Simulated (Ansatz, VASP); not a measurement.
## Two plane-wave programs on CuAu

File INCAR:

```
SYSTEM = CuAu
ALGO = Fast ; EDIFF = 1E-6
ENCUT = 520 ; GGA = PE
ISIF = 2 ; ISMEAR = 0
LASPH = .True. ; LCHARG = .True.
LELF = .True. ; LREAL = .False.
LVHAR = .True. ; LWAVE = .False.
NBANDS = 18 ; NELM = 60
PREC = Accurate ; SIGMA = 0.1
```

The input KPOINTS:

```
k-points
0
Gamma
  6 6 6
  0 0 0
```

File POSCAR:

```
CuAu
1.0
    0.0000000000      2.4738223371      2.4738223371
    2.4738223371      0.0000000000      2.4738223371
    2.4738223371      2.4738223371      0.0000000000
Cu Au
1 1
Direct
    0.0000000000      0.0000000000      0.0000000000
    0.5000000000      0.5000000000      0.5000000000
```

Input for Ansatz:

```yaml
crystal:
  lattice:
    - [0.0, 2.4738223371, 2.4738223371]
    - [2.4738223371, 0.0, 2.4738223371]
    - [2.4738223371, 2.4738223371, 0.0]
  atoms:
    - { symbol: Cu, position: [0.0, 0.0, 0.0] }
    - { symbol: Au, position: [0.5, 0.5, 0.5] }
basis:
  ecutwfc: 420
kpoints:
  mp_grid: { grid: [6, 6, 6] }
hamiltonian:
  xc: pbe
scf:
  occupations: { method: gaussian, width: 0.1 }
  lower_state_search: "off"
output:
  forces: true
  stress: true
  eigenvalues: true
```

Alike in both runs: task single point; functional PBE; k mesh 6 × 6 × 6; occupations gaussian, width 0.1 eV; no spin polarisation.

|  | VASP | Ansatz |
| --- | --- | --- |
| version | VASP 6.6.1 | Ansatz 0.2.0 |
| potentials or method | VASP PAW PBE potentials, release 64 (Cu, Au), cutoff 520 eV | scalar-relativistic, plane waves, PAW |
| valence electrons in the cell | 22 | 38 |

```tsv
	VASP	Ansatz	Ansatz less VASP
gap on the k mesh at the Fermi level (eV)	none	none	-
pressure (GPa)	18.9	18.9	+0.02
```

A gap of «none» marks a metal or a gap that the smearing closes. With one functional, cell and mesh, what is left measures potentials, basis and numerics. VASP's potentials hold 22 valence electrons a cell and Ansatz's 38, so a difference there can come from the potentials and not from the codes.

The k mesh is coarse, so the values compare programs but aren't converged. Spin-orbit coupling is off throughout.
